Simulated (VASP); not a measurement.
Write the native input for VASP 6.6.1 that does the following.

```
Task                   : single point
Functional             : r2SCAN
Potentials or basis    : VASP PAW PBE potentials, release 64 (Al, N)
Cutoff                 : 520 eV
k mesh                 : 8 × 8 × 8
Occupations            : gaussian, width 0.1 eV
Spin                   : no spin polarisation
Dipole correction      : no
Further INCAR settings : ALGO = Normal; EDIFF = 1e-07; NBANDS = 11
```

AlN (kscan):

```
Al N
1.0
     0.00000    2.18399    2.18399
     2.18399    0.00000    2.18399
     2.18399    2.18399    0.00000
Al N
1 1
Cartesian
  0.0000 0.0000 0.0000
  1.0920 1.0920 1.0920
```

The input as run:

POSCAR

```
AlN
1.0
    0.0000000000      2.1839935600      2.1839935600
    2.1839935600      0.0000000000      2.1839935600
    2.1839935600      2.1839935600      0.0000000000
Al N
1 1
Direct
    0.0000000000      0.0000000000      0.0000000000
    0.2500000000      0.2500000000      0.2500000000
```

INCAR.step1

```
PREC     = Accurate       # precision mode
ENCUT    = 520            # plane-wave cutoff, eV
ISMEAR   = 0              # smearing method
SIGMA    = 0.1            # smearing width, eV
LREAL    = F              # projectors in reciprocal space
LASPH    = T              # aspherical terms in the spheres
NELM     = 60             # most SCF steps
NBANDS   = 11             # bands
GGA      = PE             # functional
ALGO     = Normal         # electronic algorithm
EDIFF    = 1E-4           # SCF threshold, eV
LWAVE    = T              # write WAVECAR
LCHARG   = F              # write CHGCAR
```

INCAR.step2

```
PREC     = Accurate       # precision mode
ENCUT    = 520            # plane-wave cutoff, eV
EDIFF    = 1E-7           # SCF threshold, eV
ISMEAR   = 0              # smearing method
SIGMA    = 0.1            # smearing width, eV
LREAL    = F              # projectors in reciprocal space
LASPH    = T              # aspherical terms in the spheres
NELM     = 60             # most SCF steps
ALGO     = Normal         # electronic algorithm
ISIF     = 2              # what is computed and relaxed
LWAVE    = F              # write WAVECAR
LCHARG   = T              # write CHGCAR
METAGGA  = R2SCAN         # meta-GGA
LMIXTAU  = T            
LELF     = T              # ELF
LVHAR    = T            
NBANDS   = 11             # bands
ISTART   = 1
```

KPOINTS

```
Automatic mesh
0
Gamma
  8 8 8
```

Potentials or basis: VASP PAW PBE potentials, release 64 (Al, N).

Run with:

```console
$ cat potpaw_PBE.64/Al/POTCAR potpaw_PBE.64/N/POTCAR > POTCAR
$ cp INCAR.step1 INCAR
$ mpirun -np 1 vasp_std > vasp.out
$ cp INCAR.step2 INCAR
$ mpirun -np 1 vasp_std > vasp.out
```

It gave:

```yaml
Pressure: -0.1 GPa
Band_gap_on_the_k_mesh: 3.93 eV, indirect (least direct gap 4.89 eV)
```

Caveat: the PAW data sets were made with another functional, which shifts forces and pressure a little.

It took 41 s on 1 thread of AMD EPYC 7R43 64-Core Processor (Zen 3), with other jobs on the host, peak memory 0.1 GiB.
